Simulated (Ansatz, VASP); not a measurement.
ZrC: VASP beside Ansatz

```
Zr C
1.0
     0.00000    2.35021    2.35021
     2.35021    0.00000    2.35021
     2.35021    2.35021    0.00000
Zr C
1 1
Cartesian
  2.4032 2.2972 2.3502
  0.0000 0.0000 0.0000
```

Change from the starting cell: all Zr atoms moved +0.075 Å, as atom 1 along Cartesian [1 -1 0].

Alike in both runs: task single point; functional PBE; k mesh 18 × 18 × 18; occupations gaussian, width 0.15 eV; no spin polarisation.

|  | VASP | Ansatz |
| --- | --- | --- |
| version | VASP 6.6.1 | Ansatz 0.2.0 |
| potentials or method | VASP PAW PBE potentials, release 64 (Zr_sv, C), cutoff 520 eV | scalar-relativistic, plane waves, PAW |
| valence electrons in the cell | 16 | 16 |

Ansatz gave:

- gap on the k mesh at the Fermi level (eV): none
- pressure (GPa): 1.6
- traceless stress, the component that is largest in VASP (GPa): -0.48
- rms of the force components (eV/Å): 0.291

Q: Estimate VASP's values.

A: gap on the k mesh at the Fermi level (eV): none; pressure (GPa): 1.9; traceless stress, the component that is largest in VASP (GPa): -0.48; rms of the force components (eV/Å): 0.292.

Atom by atom the forces differ by 0.001 eV/Å (rms over components). A gap of «none» marks a metal or a gap that the smearing closes.
